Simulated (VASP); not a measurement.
# H2C18O in VASP: single point with LDA

Aim: the single point of H2C18O with LDA.

Program: VASP 6.6.1. These are calculated values, not measurements. Logs are shortened: lines on timing, memory, paths and dates and some standing lists are left out, and cuts for length are marked.

## 1. The cell of the first run

The cell holds a slab with vacuum, 21 atoms: a = 7.398 Å, b = 7.398 Å, c = 13.000 Å, α = 90.00°, β = 90.00°, γ = 120.00°.

## 2. Single point, LDA

File INCAR:

```
SYSTEM = H2C18O
  PREC = Accurate
  ENCUT = 520
  EDIFF = 1E-7
  ISMEAR = 0
  SIGMA = 0.05
  LREAL = Auto
  LASPH = .True.
  NELM = 60
  ALGO = Normal
  ISIF = 2
  LWAVE = .False.
  LCHARG = .False.
  GGA = CA
  NBANDS = 56
```

File KPOINTS:

```
regular mesh
0
Gamma
  2 2 1
  0 0 0
```

File POSCAR:

```
H2C18O
1.0
    7.3980000000      0.0000000000      0.0000000000
   -3.6990000000      6.4068560000      0.0000000000
    0.0000000000      0.0000000000     13.0000000000
C O H
18 1 2
Direct
   -0.0034539363      0.0053297592      0.0536947692
    0.2209645293      0.1174997534      0.0538454615
   -0.0028156615      0.3409801937      0.0539360769
    0.2201154988      0.4524023952      0.0539305385
   -0.0011406827      0.6734818139      0.0536190769
    0.2184363521      0.7833536449      0.0538127692
    0.3305738640      0.0075124211      0.0538839231
    0.5534252522      0.1190473143      0.0539373077
    0.3322673149      0.3403664762      0.0539014615
    0.5518207708      0.4500648992      0.0538042308
    0.3298997570      0.6719990273      0.0539281538
    0.5540230304      0.7839776639      0.0538069231
    0.6654324094      0.0069010448      0.0539133846
    0.8849879441      0.1168504490      0.0539017692
    0.6632300218      0.3386484728      0.0538630000
    0.8873182149      0.4506886061      0.0538251538
    0.6637176937      0.6741139492      0.0536000769
    0.8865719969      0.7853775705      0.0532907692
    0.9315060977      0.8502792946      0.2877990000
    0.9555132495      0.9211568045      0.2217180769
    0.9819348909      0.9605169837      0.3389119231
```

Potentials or basis: VASP PAW LDA potentials, release 64 (C, O, H).

On the command line:

```sh
$ cat potpaw_LDA.64/C/POTCAR potpaw_LDA.64/O/POTCAR potpaw_LDA.64/H/POTCAR > POTCAR
$ mpirun -np 1 vasp_std > vasp.out
```

OUTCAR:

```text
SYSTEM = H2C18O
   PREC = Accurate
   ENCUT = 520
   EDIFF = 1E-7
   ISMEAR = 0
   LREAL = Auto
   LASPH = .True.
   NELM = 60
   ISIF = 2
   GGA = CA

 ion  position               nearest neighbor table
   1  0.997  0.005  0.054-  18 1.41  14 1.43   2 1.44
   2  0.221  0.117  0.054-   7 1.41   9 1.43   1 1.44
   3  0.997  0.341  0.054-  16 1.41   4 1.43  14 1.44
   4  0.220  0.452  0.054-  11 1.41   3 1.43   9 1.44
   5  0.999  0.673  0.054-   6 1.41  16 1.43  18 1.44
   6  0.218  0.783  0.054-   5 1.41  11 1.43   7 1.44
[... 10 lines left out ...]
  17  0.664  0.674  0.054-  12 1.41  18 1.43  10 1.44
  18  0.887  0.785  0.053-   1 1.41  17 1.43   5 1.44
  19  0.932  0.850  0.288-  21 0.97  20 0.98
  20  0.956  0.921  0.222-  19 0.98
  21  0.982  0.961  0.339-  19 0.97

  LATTYP: Found a hexagonal cell.
 ALAT       =     7.3980000000
 C/A-ratio  =     1.7572316842

  Lattice vectors:

 A1 = (   7.3980000000,   0.0000000000,   0.0000000000)
 A2 = (  -3.6990000000,   6.4068560000,   0.0000000000)
 A3 = (   0.0000000000,   0.0000000000,  13.0000000000)

Analysis of symmetry for initial positions (statically):
=====================================================================
 Subroutine PRICEL returns:
 Original cell was already a primitive cell.

 Routine SETGRP: Setting up the symmetry group for a
 hexagonal supercell.

 Subroutine GETGRP returns: Found  1 space group operations
 (whereof  1 operations were pure point group operations)
 out of a pool of 24 trial point group operations.

The static configuration has the point symmetry C_1 .

Analysis of symmetry for dynamics (positions and initial velocities):
=====================================================================
 Subroutine PRICEL returns:
 Original cell was already a primitive cell.

 Routine SETGRP: Setting up the symmetry group for a
 hexagonal supercell.

 Subroutine GETGRP returns: Found  1 space group operations
 (whereof  1 operations were pure point group operations)
 out of a pool of 24 trial point group operations.

The dynamic configuration has the point symmetry C_1 .

 Subroutine INISYM returns: Found  1 space group operations
 (whereof  1 operations are pure point group operations),
 and found     1 'primitive' translations

----------------------------------------------------------------------------------------

                                     Primitive cell

  volume of cell :     616.1730

  direct lattice vectors                    reciprocal lattice vectors
     7.398000000  0.000000000  0.000000000     0.135171668  0.078041398  0.000000000
    -3.699000000  6.406856000  0.000000000     0.000000000  0.156082796  0.000000000
     0.000000000  0.000000000 13.000000000     0.000000000  0.000000000  0.076923077

  length of vectors
     7.398000000  7.398000054 13.000000000     0.156082797  0.156082796  0.076923077

  position of ions in fractional coordinates (direct lattice)
     0.996546064  0.005329759  0.053694769
     0.220964529  0.117499753  0.053845462
     0.997184338  0.340980194  0.053936077
     0.220115499  0.452402395  0.053930538
     0.998859317  0.673481814  0.053619077
     0.218436352  0.783353645  0.053812769
[... 13 lines left out ...]
     0.955513250  0.921156805  0.221718077
     0.981934891  0.960516984  0.338911923

  ion indices of the primitive-cell ions
   primitive index   ion index
                 1           1
                 2           2
                 3           3
                 4           4
                 5           5
                 6           6
[... 13 lines left out ...]
                20          20
                21          21

----------------------------------------------------------------------------------------

 KPOINTS: regular mesh

Automatic generation of k-mesh.
 Grid dimensions read from file:
 generate k-points for:    2    2    1

 Generating k-lattice:

  Cartesian coordinates                     Fractional coordinates (reciprocal lattice)
     0.067585834  0.039020699  0.000000000     0.500000000 -0.000000000  0.000000000
     0.000000000  0.078041398  0.000000000     0.000000000  0.500000000  0.000000000
     0.000000000  0.000000000  0.076923077     0.000000000  0.000000000  1.000000000

  Length of vectors
     0.078041399  0.078041398  0.076923077

  Shift w.r.t. Gamma in fractional coordinates (k-lattice)
     0.000000000  0.000000000  0.000000000

 Subroutine IBZKPT returns following result:
 ===========================================

 Found      4 irreducible k-points:

 Following reciprocal coordinates:
            Coordinates               Weight
  0.000000  0.000000  0.000000      1.000000
  0.500000  0.000000  0.000000      1.000000
  0.000000  0.500000  0.000000      1.000000
  0.500000  0.500000  0.000000      1.000000
   k-points           NKPTS =      4   k-points in BZ     NKDIM =      4   number of bands    NBANDS=     56
   number of dos      NEDOS =    301   number of ions     NIONS =     21
   total plane-waves  NPLWV = 307328
   dimension x,y,z NGX =    56 NGY =   56 NGZ =   98
   dimension x,y,z NGXF=   112 NGYF=  112 NGZF=  196
   ions per type =              18   1   2
   NGX,Y,Z   is equivalent  to a cutoff of  12.58, 12.58, 12.53 a.u.
   NGXF,Y,Z  is equivalent  to a cutoff of  25.17, 25.17, 25.06 a.u.
 SYSTEM =  H2C18O
   PREC   = accura    normal or accurate (medium, high low for compatibility)
   ISTART =      0    job   : 0-new  1-cont  2-samecut
   ICHARG =      2    charge: 1-file 2-atom 10-const
   ISPIN  =      1    spin polarized calculation?
   LNONCOLLINEAR =      F non collinear calculations
   LSORBIT =      F    spin-orbit coupling
   LASPH  =      T    aspherical Exc in radial PAW
   ENCUT  =  520.0 eV  38.22 Ry    6.18 a.u.  13.76 13.76 24.17*2*pi/ulx,y,z
   NELM   =     60;   NELMIN=  2; NELMDL= -5     # of ELM steps
   EDIFF  = 0.1E-06   stopping-criterion for ELM
   LREAL  =      T    real-space projection
   EDIFFG = 0.1E-05   stopping-criterion for IOM
   NSW    =      0    number of steps for IOM
   IBRION =     -1    ionic relax: 0-MD 1-quasi-New 2-CG
   NFREE  =      0    steps in history (QN), initial steepest desc. (CG)
   ISIF   =      2    stress and relaxation
   ISYM   =      2    0-nonsym 1-usesym 2-fastsym
   POTIM  = 0.5000    time-step for ionic-motion
   TEBEG  =    0.0;   TEEND  =   0.0 temperature during run
   PSTRESS=    0.0 pullay stress
   NELECT =      80.0000    total number of electrons
   NUPDOWN=      -1.0000    fix difference up-down
   EMIN   =  10.00;   EMAX   =-10.00  energy-range for DOS
   EFERMI =   0.00;   METHOD = LEGACY
   ISMEAR =     0;   SIGMA  =   0.05  broadening in eV -4-tet -1-fermi 0-gaus
   EFERMI_NEDOS =   21; number of points for ismear=-14 and -15
   IALGO  =     38    algorithm
   IMIX   =      4    mixing-type and parameters
     AMIX     =   0.40;   BMIX     =  1.00
     AMIX_MAG =   1.60;   BMIX_MAG =  1.00
  volume/ion in A,a.u.               =      29.34       198.01
  Fermi-wavevector in a.u.,A,eV,Ry     =   0.828967  1.566521  9.349739  0.687186
  Thomas-Fermi vector in A             =   1.941434
   LORBIT       =      0    0 simple, 1 ext, 2 COOP (PROOUT), +10 PAW based schemes
   GGA     = CA    functional components
   LHFCALC =     F    Hartree Fock is set to
   AEXX    =    0.0000 exact exchange contribution
   IVDW    =     0    specifies the selected vdW correction
   LEPSILON=     F    determine dielectric tensor
   LRPA    =     F    only Hartree local field effects (RPA)
 non-spin polarized calculation
 Gauss-broadening in eV      SIGMA  =   0.05
  energy-cutoff  :      520.00
  volume of cell :      616.17
 maximum number of plane-waves:     16651
 NGX is ok and might be reduce to    56
   NGX = 27   NGY = 27   NGZ = 49

 number of electron      80.0000003 magnetization

 Free energy of the ion-electron system (eV)
  ---------------------------------------------------
  ext. energy  EPLUGINS =         0.00000000
  ---------------------------------------------------
  free energy    TOTEN  =      -196.04741413 eV

  energy without entropy =     -196.04694491  energy(sigma->0) =     -196.04717952

 E-fermi :  -2.1816     XC(G=0):  -3.8443

 val. band max:       -2.2743315990   @ k =   0.0000   0.0000   0.0000
 cond. band min:      -2.0885681232   @ k =   0.0000   0.0000   0.0000
 fundamental gap:      0.1857634758
 Fermi energy:        -2.1816004674

 k-point     1 :       0.0000    0.0000    0.0000
  band No.  band energies     occupation
      1     -22.4111      2.00000
      2     -21.4763      2.00000
      3     -18.9927      2.00000
      4     -18.9594      2.00000
      5     -18.9354      2.00000
      6     -18.9193      2.00000
[... 44 lines left out ...]
     51       2.9238      0.00000
     52       4.0416      0.00000

 k-point     2 :       0.5000    0.0000    0.0000
  band No.  band energies     occupation
      1     -22.4103      2.00000
      2     -20.8392      2.00000
      3     -20.8175      2.00000
      4     -19.5912      2.00000
      5     -19.4966      2.00000
      6     -17.1193      2.00000
[... 44 lines left out ...]
     51       3.7969      0.00000
     52       3.9116      0.00000

 k-point     3 :       0.0000    0.5000    0.0000
  band No.  band energies     occupation
      1     -22.4102      2.00000
      2     -20.8415      2.00000
      3     -20.8152      2.00000
      4     -19.5821      2.00000
      5     -19.5064      2.00000
      6     -17.1050      2.00000
[... 44 lines left out ...]
     51       3.7539      0.00000
     52       3.9145      0.00000

 k-point     4 :       0.5000    0.5000    0.0000
  band No.  band energies     occupation
      1     -22.4103      2.00000
      2     -20.8407      2.00000
      3     -20.8159      2.00000
      4     -19.5902      2.00000
      5     -19.4977      2.00000
      6     -17.1183      2.00000
[... 44 lines left out ...]
     51       3.7790      0.00000
     52       3.9234      0.00000
 [bands above 52 left out]

------------------------ aborting loop because EDIFF is reached ----------------------------------------

  FORCE on cell =-STRESS in cart. coord.  units (eV):
  Direction    XX          YY          ZZ          XY          YZ          ZX
  --------------------------------------------------------------------------------------
  -------------------------------------------------------------------------------------
  Total       -8.9522335     -8.8325639      0.0766801     -0.0000800      0.0350147      0.0002757
  in kB      -23.2776611    -22.9664953      0.1993841     -0.0002080      0.0910455      0.0007168
  external PRESSURE =     -15.3482574 kB  Pullay stress =       0.0000000 kB

 VOLUME and BASIS-vectors are now :
 -----------------------------------------------------------------------------
  energy-cutoff  :      520.00
  volume of cell :      616.17
      direct lattice vectors                 reciprocal lattice vectors
     7.398000000  0.000000000  0.000000000     0.135171668  0.078041398  0.000000000
    -3.699000000  6.406856000  0.000000000     0.000000000  0.156082796  0.000000000
     0.000000000  0.000000000 13.000000000     0.000000000  0.000000000  0.076923077

 POSITION                                       TOTAL-FORCE (eV/Angst)
 -----------------------------------------------------------------------------------
      7.35273      0.03415      0.69803         0.015205      0.000937      0.001852
      1.20006      0.75280      0.69999         0.009067     -0.013448      0.000486
      6.11588      2.18461      0.70117         0.007470      0.001636      0.000549
     -0.04502      2.89848      0.70110        -0.006239      0.000683     -0.002451
      4.89835      4.31490      0.69705         0.000713      0.006829      0.001349
     -1.28163      5.01883      0.69957        -0.006798     -0.001080     -0.001945
[... 13 lines left out ...]
      3.66153      5.90172      2.88233        -0.013473      0.051600     -0.196076
      3.71140      6.15389      4.40586        -0.002083      0.116682      0.166667
 -----------------------------------------------------------------------------------
    total drift:                               -0.006310     -0.008244      0.053253

  FREE ENERGIE OF THE ION-ELECTRON SYSTEM (eV)
  ---------------------------------------------------
  free  energy   TOTEN  =      -196.0474141325 eV

  energy  without entropy=     -196.0469449064  energy(sigma->0) =     -196.04717952
```

It took 7 min on 1 thread of Oxide Virtual Turin-like, shared host; peak memory 0.48 GiB.

What came out:

```yaml
Free_energy: -196.0474 eV
Largest_force: 0.203 eV/Å
Band_gap_on_the_k_mesh: 0.19 eV, direct
```

Forces on the atoms (eV/Å):
```
C    0.015  0.001  0.002
C    0.009 -0.013  0.000
C    0.007  0.002  0.001
C   -0.006  0.001 -0.002
C    0.001  0.007  0.001
C   -0.007 -0.001 -0.002
C   -0.012  0.006  0.001
C   -0.003 -0.005 -0.002
C    0.001 -0.010  0.000
C    0.004 -0.002  0.002
C   -0.001  0.000  0.002
C   -0.010 -0.001  0.005
C   -0.008 -0.007 -0.003
C    0.001  0.005 -0.001
C   -0.009  0.007  0.005
C    0.006  0.006 -0.002
C    0.002 -0.002  0.000
C    0.008  0.003  0.001
O    0.018 -0.166  0.023
H   -0.013  0.052 -0.196
H   -0.002  0.117  0.167
```

Caveat: the k points lie up to 0.49 Å⁻¹ apart.
